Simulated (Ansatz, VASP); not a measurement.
## P: VASP beside Ansatz

```
P
1.0
     4.27290    0.00000    0.00000
     0.00000    4.27290    0.00000
     0.00000    0.00000    4.37800
P
1
Direct
  0.00000 0.00000 0.00000
```

Alike in both runs: task single point; functional PBE; k mesh 8 × 8 × 7; occupations fermi-dirac, width 0.08 eV; no spin polarisation.

|  | VASP | Ansatz |
| --- | --- | --- |
| version | VASP 6.6.1 | Ansatz 0.2.0 |
| potentials or method | VASP PAW PBE potentials, release 64 (P), cutoff 520 eV | all-electron LAPW, scalar-relativistic |

|  | VASP | Ansatz | Ansatz less VASP |
| --- | --- | --- | --- |
| pressure (GPa) | -3.5 | -3.5 | +0.01 |
| traceless stress, the component that is largest in VASP (GPa) | 0.21 | 0.21 | 0.000 |

Ansatz ran all-electron here, and VASP with PAW potentials.
